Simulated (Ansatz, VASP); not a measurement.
**Two plane-wave programs on AlN**

The input INCAR:

```
PREC = Accurate
ENCUT = 520
EDIFF = 1E-6
ISMEAR = 0
SIGMA = 0.1
LREAL = False
LASPH = True
NELM = 100
ALGO = Normal
ISIF = 2
LWAVE = False
LCHARG = False
GGA = CA
NBANDS = 16
```

KPOINTS

```
regular mesh
0
Gamma
  6 6 4
```

File POSCAR:

```
AlN
1.0
    3.1120000000      0.0000000000      0.0000000000
   -1.5560000000      2.6950710566      0.0000000000
    0.0000000000      0.0000000000      4.9820000000
Al N
2 2
Direct
    0.3333333333      0.6666666667      0.0000000000
    0.6666666667      0.3333333333      0.5000000000
    0.3333333333      0.6666666667      0.3820000000
    0.6666666667      0.3333333333      0.8820000000
```

Input for Ansatz:

```yaml
crystal:
  lattice:
    - [3.112, 0.0, 0.0]
    - [-1.556, 2.6950710566, 0.0]
    - [0.0, 0.0, 4.982]
  atoms:
    - { symbol: Al, position: [0.3333333333, 0.6666666667, 0.0] }
    - { symbol: Al, position: [0.6666666667, 0.3333333333, 0.5] }
    - { symbol: "N", position: [0.3333333333, 0.6666666667, 0.382] }
    - { symbol: "N", position: [0.6666666667, 0.3333333333, 0.882] }
basis:
  ecutwfc: 420
kpoints:
  mp_grid: { grid: [6, 6, 4] }
hamiltonian:
  xc: lda
  pseudopotentials: { kind: paw, azcp: { folder: soft_1 } }
scf:
  occupations: { method: gaussian, width: 0.1 }
output:
  forces: true
  stress: true
  eigenvalues: true
```

Alike in both runs: task single point; functional LDA; k mesh 6 × 6 × 4; occupations gaussian, width 0.1 eV; no spin polarisation.

|  | VASP | Ansatz |
| --- | --- | --- |
| version | VASP 6.6.1 | Ansatz 0.2.0 |
| potentials or method | VASP PAW LDA potentials, release 64 (Al, N), cutoff 520 eV | scalar-relativistic, plane waves, PAW |
| valence electrons in the cell | 16 | 16 |

|  | VASP | Ansatz | Ansatz less VASP |
| --- | --- | --- | --- |
| gap on the k mesh at the Fermi level (eV) | 4.22 | 4.21 | -0.008 |
| least direct gap on the mesh (eV) | 4.22 | 4.21 | -0.008 |
| pressure (GPa) | -4.1 | -4.6 | -0.56 |
| traceless stress, the component that is largest in VASP (GPa) | 0.10 | 0.12 | +0.020 |
| rms of the force components (eV/Å) | 0.007 | 0.007 | 0.0000 |

Ansatz warns that its potentials were made for another functional, while VASP's fit it. LDA's correlation is that of Perdew and Zunger in VASP and of Perdew and Wang (1992) in Ansatz. Atom by atom the forces differ by 0.000 eV/Å (rms over components).
